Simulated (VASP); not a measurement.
Here is a VASP 6.6.1 calculation.

Contents of INCAR:

```
SYSTEM = Cs
PREC = Accurate ; ENCUT = 520
EDIFF = 1E-7 ; ISMEAR = 0
SIGMA = 0.15 ; LREAL = .False.
LASPH = .True. ; NELM = 100
ALGO = Fast ; ISIF = 2
LWAVE = .False. ; LCHARG = .False.
GGA = PE ; NBANDS = 10
```

Contents of KPOINTS:

```
regular mesh
0
Gamma
  12 12 12
  0 0 0
```

The input POSCAR:

```
Cs
1.0
   -2.7807000000      2.7807000000      3.0225000000
    2.7807000000     -2.7807000000      3.0225000000
    2.7807000000      2.7807000000     -3.0225000000
Cs
1
Direct
    0.0000000000      0.0000000000      0.0000000000
```

Potentials or basis: VASP PAW PBE potentials, release 64 (Cs_sv).

Run with:

```console
$ cat potpaw_PBE.64/Cs_sv/POTCAR > POTCAR
$ mpirun -np 1 vasp_std > vasp.out
```

**Question.** What does it give for the pressure?

**Answer.** 0.6 GPa.

Caveat: the cell differs from its parent crystal (strain -0.080 along x and y, +0.000 along z).
